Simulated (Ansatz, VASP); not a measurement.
One calculation of Ru, two programs

The input INCAR:

```
PREC = Accurate
ENCUT = 520
EDIFF = 1E-7
ISMEAR = 0
SIGMA = 0.15
LREAL = F
LASPH = T
NELM = 60
ALGO = Fast
ISIF = 2
LWAVE = F
LCHARG = F
GGA = PS
NBANDS = 21
```

The input KPOINTS:

```
regular mesh
0
Gamma
  18 18 10
```

The input POSCAR:

```
Ru
1.0
    2.7254575605      0.0000000000      0.0000000000
   -1.3627287802      2.3603154843      0.0000000000
    0.0000000000      0.0000000000      4.2523798378
Ru
2
Direct
    0.3032818421      0.6065636843      0.2500000000
    0.6967181579      0.3934363157      0.7500000000
```

Input for Ansatz:

```yaml
crystal:
  lattice:
    - [2.7254575605, 0.0, 0.0]
    - [-1.3627287802, 2.3603154843, 0.0]
    - [0.0, 0.0, 4.2523798378]
  atoms:
    - { symbol: Ru, position: [0.3032818421, 0.6065636843, 0.25] }
    - { symbol: Ru, position: [0.6967181579, 0.3934363157, 0.75] }
basis:
  ecutwfc: 420
kpoints:
  mp_grid: { grid: [18, 18, 10] }
hamiltonian:
  xc: pbesol
  pseudopotentials: { kind: paw, azcp: { folder: soft_1 } }
scf:
  occupations: { method: gaussian, width: 0.15 }
output:
  forces: true
  stress: true
  eigenvalues: true
```

Change from the starting cell: mode 5 frozen in at -0.140 Å, equal normal strain along x and y +0.0133.

Alike in both runs: task single point; functional PBEsol; k mesh 18 × 18 × 10; occupations gaussian, width 0.15 eV; no spin polarisation.

```csv
,VASP,Ansatz
version,VASP 6.6.1,Ansatz 0.2.0
potentials or method,"VASP PAW PBE potentials, release 64 (Ru_pv), cutoff 520 eV","scalar-relativistic, plane waves, PAW"
valence electrons in the cell,28,32
```

```tsv
	VASP	Ansatz	Ansatz less VASP
gap on the k mesh at the Fermi level (eV)	none	none	-
pressure (GPa)	-4.9	-4.7	+0.12
traceless stress, the component that is largest in VASP (GPa)	-9.19	-9.18	+0.013
rms of the force components (eV/Å)	1.213	1.216	+0.0033
```

VASP's potentials were made for PBE, not for PBEsol, and Ansatz warns of the same on its side. Atom by atom the forces differ by 0.003 eV/Å (rms over components). A gap of «none» marks a metal or a gap that the smearing closes. VASP's potentials hold 28 valence electrons a cell and Ansatz's 32, so a difference there can come from the potentials and not from the codes.
